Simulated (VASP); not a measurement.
# NbSb (F-43m) in VASP: notebook

NbSb is run at these levels: r2SCAN; tasks: single point.

All numbers are computed with VASP 6.6.1; they aren't measurements. Logs are shortened: lines on timing, memory, paths and dates and some standing lists are left out, and cuts for length are marked.

## 1. The cell of the first run

It takes space group F-43m (No. 216, cubic). The conventional cell has a = 6.294 Å, b = 6.294 Å, c = 6.294 Å, α = 90.00°, β = 90.00°, γ = 90.00°. Nb (site symmetry -43m) has 4 Sb at 2.73 Å within 3.6 Å. Sb (site symmetry -43m) has 4 Nb at 2.73 Å within 3.6 Å.

## 2. Single point, r2SCAN

POSCAR reads:

```
NbSb
1.0
    0.0000000000      3.1469451809      3.1469451809
    3.1469451809      0.0000000000      3.1469451809
    3.1469451809      3.1469451809      0.0000000000
Nb Sb
1 1
Direct
    0.0000000000      0.0000000000      0.0000000000
    0.2500000000      0.2500000000      0.2500000000
```

INCAR.step1 reads:

```
ALGO     = Normal         # electronic algorithm
EDIFF    = 1E-4           # SCF threshold, eV
ENCUT    = 520            # plane-wave cutoff, eV
GGA      = PE             # functional
ISMEAR   = 0              # smearing method
LASPH    = True           # aspherical terms in the spheres
LCHARG   = False          # write CHGCAR
LREAL    = False          # projectors in reciprocal space
LWAVE    = True           # write WAVECAR
NBANDS   = 16             # bands
NELM     = 100            # most SCF steps
PREC     = Accurate       # precision mode
SIGMA    = 0.05           # smearing width, eV
```

INCAR.step2 reads:

```
ALGO     = Normal         # electronic algorithm
EDIFF    = 1E-7           # SCF threshold, eV
ENCUT    = 520            # plane-wave cutoff, eV
ISIF     = 2              # what is computed and relaxed
ISMEAR   = 0              # smearing method
ISTART   = 1            
LASPH    = True           # aspherical terms in the spheres
LCHARG   = False          # write CHGCAR
LMIXTAU  = True         
LREAL    = False          # projectors in reciprocal space
LWAVE    = False          # write WAVECAR
METAGGA  = R2SCAN         # meta-GGA
NBANDS   = 16             # bands
NELM     = 100            # most SCF steps
PREC     = Accurate       # precision mode
SIGMA    = 0.05           # smearing width, eV
```

KPOINTS reads:

```
k-points
0
Gamma
  10 10 10
```

Potentials or basis: VASP PAW PBE potentials, release 64 (Nb_sv, Sb).

Run with:

```sh
cat potpaw_PBE.64/Nb_sv/POTCAR potpaw_PBE.64/Sb/POTCAR > POTCAR
cp INCAR.step1 INCAR
mpirun -np 1 vasp_std > vasp.out
cp INCAR.step2 INCAR
mpirun -np 1 vasp_std > vasp.out
```

OUTCAR:

```text
EDIFF = 1E-7
   ENCUT = 520
   ISIF = 2
   ISMEAR = 0
   ISTART = 1
   LASPH = True
   LREAL = False
   METAGGA = R2SCAN
   NELM = 100
   PREC = Accurate

 ion  position               nearest neighbor table
   1  0.000  0.000  0.000-   2 2.73   2 2.73   2 2.73   2 2.73
   2  0.250  0.250  0.250-   1 2.73   1 2.73   1 2.73   1 2.73

  LATTYP: Found a face centered cubic cell.
 ALAT       =     6.2938903618

  Lattice vectors:

 A1 = (   0.0000000000,   3.1469451809,   3.1469451809)
 A2 = (   3.1469451809,   0.0000000000,   3.1469451809)
 A3 = (   3.1469451809,   3.1469451809,   0.0000000000)

Analysis of symmetry for initial positions (statically):
=====================================================================
 Subroutine PRICEL returns:
 Original cell was already a primitive cell.

 Routine SETGRP: Setting up the symmetry group for a
 face centered cubic supercell.

 Subroutine GETGRP returns: Found 24 space group operations
 (whereof 24 operations were pure point group operations)
 out of a pool of 48 trial point group operations.

The static configuration has the point symmetry T_d .

Analysis of symmetry for dynamics (positions and initial velocities):
=====================================================================
 Subroutine PRICEL returns:
 Original cell was already a primitive cell.

 Routine SETGRP: Setting up the symmetry group for a
 face centered cubic supercell.

 Subroutine GETGRP returns: Found 24 space group operations
 (whereof 24 operations were pure point group operations)
 out of a pool of 48 trial point group operations.

The dynamic configuration has the point symmetry T_d .

 Subroutine INISYM returns: Found 24 space group operations
 (whereof 24 operations are pure point group operations),
 and found     1 'primitive' translations

----------------------------------------------------------------------------------------

                                     Primitive cell

  volume of cell :      62.3301

  direct lattice vectors                    reciprocal lattice vectors
     0.000000000  3.146945181  3.146945181    -0.158884242  0.158884242  0.158884242
     3.146945181  0.000000000  3.146945181     0.158884242 -0.158884242  0.158884242
     3.146945181  3.146945181  0.000000000     0.158884242  0.158884242 -0.158884242

  length of vectors
     4.450452555  4.450452555  4.450452555     0.275195580  0.275195580  0.275195580

  position of ions in fractional coordinates (direct lattice)
     0.000000000  0.000000000  0.000000000
     0.250000000  0.250000000  0.250000000

  ion indices of the primitive-cell ions
   primitive index   ion index
                 1           1
                 2           2

----------------------------------------------------------------------------------------

 KPOINTS: k-points

Automatic generation of k-mesh.
 Grid dimensions read from file:
 generate k-points for:   10   10   10

 Generating k-lattice:

  Cartesian coordinates                     Fractional coordinates (reciprocal lattice)
    -0.015888424  0.015888424  0.015888424     0.100000000  0.000000000  0.000000000
     0.015888424 -0.015888424  0.015888424     0.000000000  0.100000000  0.000000000
     0.015888424  0.015888424 -0.015888424     0.000000000  0.000000000  0.100000000

  Length of vectors
     0.027519558  0.027519558  0.027519558

  Shift w.r.t. Gamma in fractional coordinates (k-lattice)
     0.000000000  0.000000000  0.000000000

 Subroutine IBZKPT returns following result:
 ===========================================

 Found     47 irreducible k-points:

 Following reciprocal coordinates:
            Coordinates               Weight
  0.000000  0.000000  0.000000      1.000000
  0.100000  0.000000  0.000000      8.000000
  0.200000  0.000000  0.000000      8.000000
  0.300000  0.000000  0.000000      8.000000
  0.400000  0.000000  0.000000      8.000000
  0.500000  0.000000  0.000000      4.000000
[... 16 lines left out ...]
  0.300000  0.300000  0.000000      6.000000
  0.400000  0.300000  0.000000     24.000000
 [... further k-points ...]
   k-points           NKPTS =     47   k-points in BZ     NKDIM =     47   number of bands    NBANDS=     16
   number of dos      NEDOS =    301   number of ions     NIONS =      2
   total plane-waves  NPLWV =  46656
   dimension x,y,z NGX =    36 NGY =   36 NGZ =   36
   dimension x,y,z NGXF=    72 NGYF=   72 NGZF=   72
   ions per type =               1   1
   NGX,Y,Z   is equivalent  to a cutoff of  13.45, 13.45, 13.45 a.u.
   NGXF,Y,Z  is equivalent  to a cutoff of  26.90, 26.90, 26.90 a.u.
 SYSTEM =  unknown system
   PREC   = accura    normal or accurate (medium, high low for compatibility)
   ISTART =      1    job   : 0-new  1-cont  2-samecut
   ICHARG =      0    charge: 1-file 2-atom 10-const
   ISPIN  =      1    spin polarized calculation?
   LNONCOLLINEAR =      F non collinear calculations
   LSORBIT =      F    spin-orbit coupling
   LASPH  =      T    aspherical Exc in radial PAW
   ENCUT  =  520.0 eV  38.22 Ry    6.18 a.u.   8.27  8.27  8.27*2*pi/ulx,y,z
   NELM   =    100;   NELMIN=  2; NELMDL=  0     # of ELM steps
   EDIFF  = 0.1E-06   stopping-criterion for ELM
   LREAL  =      F    real-space projection
   EDIFFG = 0.1E-05   stopping-criterion for IOM
   NSW    =      0    number of steps for IOM
   IBRION =     -1    ionic relax: 0-MD 1-quasi-New 2-CG
   NFREE  =      0    steps in history (QN), initial steepest desc. (CG)
   ISIF   =      2    stress and relaxation
   ISYM   =      2    0-nonsym 1-usesym 2-fastsym
   POTIM  = 0.5000    time-step for ionic-motion
   TEBEG  =    0.0;   TEEND  =   0.0 temperature during run
   PSTRESS=    0.0 pullay stress
   NELECT =      18.0000    total number of electrons
   NUPDOWN=      -1.0000    fix difference up-down
   EMIN   =  10.00;   EMAX   =-10.00  energy-range for DOS
   EFERMI =   0.00;   METHOD = LEGACY
   ISMEAR =     0;   SIGMA  =   0.05  broadening in eV -4-tet -1-fermi 0-gaus
   EFERMI_NEDOS =   21; number of points for ismear=-14 and -15
   IALGO  =     38    algorithm
   IMIX   =      4    mixing-type and parameters
     AMIX     =   0.40;   BMIX     =  1.00
     AMIX_MAG =   1.60;   BMIX_MAG =  1.00
  volume/ion in A,a.u.               =      31.17       210.31
  Fermi-wavevector in a.u.,A,eV,Ry     =   1.082098  2.044868 15.931545  1.170936
  Thomas-Fermi vector in A             =   2.218131
   LORBIT       =      0    0 simple, 1 ext, 2 COOP (PROOUT), +10 PAW based schemes
   METAGGA = R2SCAN    functional components
   LHFCALC =     F    Hartree Fock is set to
   AEXX    =    0.0000 exact exchange contribution
   IVDW    =     0    specifies the selected vdW correction
   LEPSILON=     F    determine dielectric tensor
   LRPA    =     F    only Hartree local field effects (RPA)
 non-spin polarized calculation
 Gauss-broadening in eV      SIGMA  =   0.05
  energy-cutoff  :      520.00
  volume of cell :       62.33
 maximum number of plane-waves:      1701
 NGX is ok and might be reduce to    36
   NGX = 17   NGY = 17   NGZ = 17

 number of electron      18.0000001 magnetization

 Free energy of the ion-electron system (eV)
  ---------------------------------------------------
  ext. energy  EPLUGINS =         0.00000000
  ---------------------------------------------------
  free energy    TOTEN  =       -48.85698293 eV

  energy without entropy =      -48.85248549  energy(sigma->0) =      -48.85473421

 E-fermi :   5.8984     XC(G=0):  -9.8598

 val. band max:        5.8954243208   @ k =  -0.3000   0.3000   0.1000
 cond. band min:       5.9192528221   @ k =  -0.3000   0.4000   0.2000
 fundamental gap:      0.0238285013
 Fermi energy:         5.8983978404

 k-point     1 :       0.0000    0.0000    0.0000
  band No.  band energies     occupation
      1     -51.4748      2.00000
      2     -26.8428      2.00000
      3     -26.8428      2.00000
      4     -26.8428      2.00000
      5      -4.6853      2.00000
      6       2.9304      2.00000
[... 8 lines left out ...]
     15      12.7596      0.00000
     16      12.7596      0.00000

 k-point     2 :       0.1000    0.0000    0.0000
  band No.  band energies     occupation
      1     -51.4747      2.00000
      2     -26.8459      2.00000
      3     -26.8433      2.00000
      4     -26.8432      2.00000
      5      -4.6086      2.00000
      6       2.8023      2.00000
[... 8 lines left out ...]
     15      12.7321      0.00000
     16      12.9217      0.00000

 k-point     3 :       0.2000    0.0000    0.0000
  band No.  band energies     occupation
      1     -51.4742      2.00000
      2     -26.8539      2.00000
      3     -26.8445      2.00000
      4     -26.8445      2.00000
      5      -4.3989      2.00000
      6       2.5100      2.00000
[... 8 lines left out ...]
     15      12.6877      0.00000
     16      13.3179      0.00000

 k-point     4 :       0.3000    0.0000    0.0000
  band No.  band energies     occupation
      1     -51.4737      2.00000
      2     -26.8639      2.00000
      3     -26.8461      2.00000
      4     -26.8461      2.00000
      5      -4.1190      2.00000
      6       2.2154      2.00000
[... 8 lines left out ...]
     15      13.1814      0.00000
     16      13.7250      0.00000
[... 324 lines left out ...]
 k-point    22 :      -0.2000    0.2000    0.0000
  band No.  band energies     occupation
      1     -51.4735      2.00000
      2     -26.8634      2.00000
      3     -26.8512      2.00000
      4     -26.8461      2.00000
      5      -4.0225      2.00000
      6       2.2821      2.00000
[... 8 lines left out ...]
     15      12.3700      0.00000
     16      13.7780      0.00000

 k-point    23 :       0.3000    0.3000    0.0000
  band No.  band energies     occupation
      1     -51.4734      2.00000
      2     -26.8643      2.00000
      3     -26.8505      2.00000
      4     -26.8505      2.00000
      5      -3.9239      2.00000
      6       1.9699      2.00000
[... 8 lines left out ...]
     15      12.4197      0.00000
     16      15.3694      0.00000

 k-point    24 :       0.4000    0.3000    0.0000
  band No.  band energies     occupation
      1     -51.4730      2.00000
      2     -26.8692      2.00000
      3     -26.8527      2.00000
      4     -26.8519      2.00000
      5      -3.7263      2.00000
      6       1.8730      2.00000
[... 8 lines left out ...]
     15      12.5652      0.00000
     16      15.2369      0.00000

 [... further k-points ...]

------------------------ aborting loop because EDIFF is reached ----------------------------------------

  FORCE on cell =-STRESS in cart. coord.  units (eV):
  Direction    XX          YY          ZZ          XY          YZ          ZX
  --------------------------------------------------------------------------------------
  -------------------------------------------------------------------------------------
  Total       -0.3375863     -0.3375863     -0.3375863      0.0000000     -0.0000000      0.0000000
  in kB       -8.6775649     -8.6775649     -8.6775649      0.0000000     -0.0000000      0.0000000
  external PRESSURE =      -8.6775649 kB  Pullay stress =       0.0000000 kB

 VOLUME and BASIS-vectors are now :
 -----------------------------------------------------------------------------
  energy-cutoff  :      520.00
  volume of cell :       62.33
      direct lattice vectors                 reciprocal lattice vectors
     0.000000000  3.146945181  3.146945181    -0.158884242  0.158884242  0.158884242
     3.146945181  0.000000000  3.146945181     0.158884242 -0.158884242  0.158884242
     3.146945181  3.146945181  0.000000000     0.158884242  0.158884242 -0.158884242

 POSITION                                       TOTAL-FORCE (eV/Angst)
 -----------------------------------------------------------------------------------
      0.00000      0.00000      0.00000         0.000000      0.000000      0.000000
      1.57347      1.57347      1.57347        -0.000000     -0.000000     -0.000000
 -----------------------------------------------------------------------------------
    total drift:                               -0.000000     -0.000000     -0.000000

  FREE ENERGIE OF THE ION-ELECTRON SYSTEM (eV)
  ---------------------------------------------------
  free  energy   TOTEN  =       -48.8569829280 eV

  energy  without entropy=      -48.8524854938  energy(sigma->0) =      -48.85473421
```

Run time: 4.1 min. Hardware: 1 thread of Intel Xeon Platinum 8488C (Sapphire Rapids), shared host; peak memory 0.24 GiB.

What came out:

| Item | Value |
| --- | --- |
| Free energy | -48.8570 eV |
| Pressure | -0.9 GPa |
| Band gap on the k mesh | zero (bands 9 and 10 overlap by 0.34 eV) |

Levels at points of the mesh, in eV from the Fermi level:
| k point | band 5 | band 6 | band 7 | band 8 | band 9 | band 10 | band 11 | band 12 | band 13 | band 14 |
| --- | --- | --- | --- | --- | --- | --- | --- | --- | --- | --- |
| (0.00, 0.00, 0.00) | -10.58 | -2.97 | -2.97 | -2.97 | 0.06 | 0.06 | 3.26 | 5.24 | 5.24 | 5.24 |
| (0.50, 0.00, 0.00) | -9.67 | -3.94 | -2.62 | -2.62 | 0.27 | 0.27 | 0.38 | 2.97 | 2.97 | 4.59 |
| (0.50, 0.50, 0.00) | -9.35 | -4.27 | -1.93 | -1.93 | -0.75 | 0.53 | 0.56 | 1.05 | 1.05 | 5.95 |

Caveat: the PAW data sets were made with another functional, which shifts forces and pressure a little; spin-orbit coupling is left out, which moves the levels of the heavy elements.

## 3. Single point, r2SCAN (31.41 Å³/atom)

This run uses another cell than the first one, of 31.41 Å³/atom.

POSCAR reads:

```
NbSb
1.0
    0.0000000000      3.1552113385      3.1552113385
    3.1552113385      0.0000000000      3.1552113385
    3.1552113385      3.1552113385      0.0000000000
Nb Sb
1 1
Direct
    0.0000000000      0.0000000000      0.0000000000
    0.2500000000      0.2500000000      0.2500000000
```

INCAR.step1 reads:

```
PREC = Accurate
ENCUT = 520
ISMEAR = 0
SIGMA = 0.05
LREAL = F
LASPH = T
NELM = 60
NBANDS = 16
GGA = PE
ALGO = Normal
EDIFF = 1E-4
LWAVE = T
LCHARG = F
```

INCAR.step2 reads:

```
PREC = Accurate
ENCUT = 520
EDIFF = 1E-6
ISMEAR = 0
SIGMA = 0.05
LREAL = F
LASPH = T
NELM = 60
ALGO = Normal
ISIF = 2
LWAVE = F
LCHARG = T
METAGGA = R2SCAN
LMIXTAU = T
LELF = T
LVHAR = T
NBANDS = 16
ISTART = 1
```

KPOINTS reads:

```
Automatic mesh
0
Gamma
  10 10 10
```

Potentials or basis: VASP PAW PBE potentials, release 64 (Nb_sv, Sb).

Run with:

```sh
cat potpaw_PBE.64/Nb_sv/POTCAR potpaw_PBE.64/Sb/POTCAR > POTCAR
cp INCAR.step1 INCAR
mpirun -np 1 vasp_std > vasp.out
cp INCAR.step2 INCAR
mpirun -np 1 vasp_std > vasp.out
```

It took 3.6 min on 1 thread of Intel Xeon Platinum 8488C (Sapphire Rapids), shared host; peak memory 0.24 GiB.

The run converged. Its results:

* Free energy: -48.8535 eV
* Pressure: -1.4 GPa
* Band gap on the k mesh: zero (bands 9 and 10 overlap by 0.34 eV)

Levels at points of the mesh, in eV from the Fermi level:
```csv
k point,band 6,band 7,band 8,band 9,band 10,band 11,band 12,band 13
"(0.00, 0.00, 0.00)",-2.95,-2.95,-2.95,0.06,0.06,3.23,5.20,5.20
"(0.50, 0.00, 0.00)",-3.92,-2.61,-2.61,0.26,0.26,0.37,2.94,2.94
"(0.50, 0.50, 0.00)",-4.24,-1.93,-1.93,-0.74,0.53,0.55,1.05,1.05
```

Caveat: the PAW data sets were made with another functional, which shifts forces and pressure a little; spin-orbit coupling is left out, which moves the levels of the heavy elements.

## 4. Single point, r2SCAN (32.03 Å³/atom)

This run uses another cell than the first one, of 32.03 Å³/atom.

POSCAR reads:

```
NbSb
1.0
    0.0000000000      3.1757002979      3.1757002979
    3.1757002979      0.0000000000      3.1757002979
    3.1757002979      3.1757002979      0.0000000000
Nb Sb
1 1
Direct
    0.0000000000      0.0000000000      0.0000000000
    0.2500000000      0.2500000000      0.2500000000
```

INCAR.step1 reads:

```
  ALGO = Normal
  EDIFF = 1E-4
  ENCUT = 520
  GGA = PE
  ISMEAR = 0
  LASPH = T
  LCHARG = F
  LREAL = F
  LWAVE = T
  NBANDS = 16
  NELM = 80
  PREC = Accurate
  SIGMA = 0.05
```

INCAR.step2 reads:

```
  ALGO = Normal
  EDIFF = 1E-7
  ENCUT = 520
  ISIF = 2
  ISMEAR = 0
  ISTART = 1
  LASPH = T
  LCHARG = F
  LMIXTAU = T
  LREAL = F
  LWAVE = F
  METAGGA = R2SCAN
  NBANDS = 16
  NELM = 80
  PREC = Accurate
  SIGMA = 0.05
```

KPOINTS reads:

```
k-points
0
Gamma
  10 10 10
```

Run with:

```sh
cat potpaw_PBE.64/Nb_sv/POTCAR potpaw_PBE.64/Sb/POTCAR > POTCAR
cp INCAR.step1 INCAR
mpirun -np 1 vasp_std > vasp.out
cp INCAR.step2 INCAR
mpirun -np 1 vasp_std > vasp.out
```

Run time: 3.9 min. Hardware: 1 thread of Intel Xeon Platinum 8488C (Sapphire Rapids), shared host; peak memory 0.24 GiB.

Results (log left out):

```
Free energy            : -48.8380 eV
Pressure               : -2.6 GPa
Band gap on the k mesh : zero (bands 9 and 10 overlap by 0.33 eV)
```

Levels at points of the mesh, in eV from the Fermi level:
```tsv
k point	band 5	band 6	band 7	band 8	band 9	band 10	band 11	band 12	band 13	band 14
(0.00, 0.00, 0.00)	-10.48	-2.90	-2.90	-2.90	0.07	0.07	3.14	5.08	5.08	5.08
(0.50, 0.00, 0.00)	-9.61	-3.87	-2.57	-2.57	0.26	0.26	0.35	2.87	2.87	4.50
(0.50, 0.50, 0.00)	-9.31	-4.17	-1.92	-1.92	-0.71	0.52	0.52	1.03	1.03	5.76
```

Caveat: the PAW data sets were made with another functional, which shifts forces and pressure a little; spin-orbit coupling is left out, which moves the levels of the heavy elements.

## 5. Summary

```csv
cell,gap on the mesh (eV),pressure (GPa)
"a = 4.450 Å, angles 60.0°, 2 atoms",none,-0.9
"a = 4.462 Å, angles 60.0°, 2 atoms",none,-1.4
"a = 4.491 Å, angles 60.0°, 2 atoms",none,-2.6
```

Alike in all rows: task single point; level r2SCAN; potentials or basis VASP PAW PBE potentials, release 64 (Nb_sv, Sb); no spin polarisation; k mesh 10 × 10 × 10; cutoff (eV) 520; smearing gaussian 0.05 eV.

Caveats: the PAW data sets were made with another functional, which shifts forces and pressure a little; spin-orbit coupling is left out, which moves the levels of the heavy elements.

Absolute energies hang on the potentials; compare differences alone.

The gap in the log of VASP goes by the Fermi energy; the results here count the filled bands.